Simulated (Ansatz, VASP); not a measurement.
## Zr in VASP and in Ansatz

```xyz
2
Lattice="3.2665 0.0000 0.0000 -1.6333 2.8289 0.0000 0.0000 0.0000 5.2516" Properties=species:S:1:pos:R:3 pbc="T T T"
Zr    0.0000    1.8859    1.3129
Zr    1.6333    0.9430    3.9387
```

Alike in both runs: task single point; functional PBEsol; k mesh 19 × 19 × 10; occupations fermi-dirac, width 0.1 eV; no spin polarisation.

```csv
,VASP,Ansatz
version,VASP 6.6.1,Ansatz 0.2.0
potentials or method,"VASP PAW PBE potentials, release 64 (Zr_sv), cutoff 520 eV","plane waves (420 eV) with PAW, scalar-relativistic"
valence electrons in the cell,24,24
```

|  | VASP | Ansatz | Ansatz less VASP |
| --- | --- | --- | --- |
| pressure (GPa) | -6.6 | -6.7 | -0.05 |
| traceless stress, the component that is largest in VASP (GPa) | -0.30 | -0.30 | 0.000 |

VASP's potentials were made for PBE, not for PBEsol, and Ansatz warns of the same on its side.
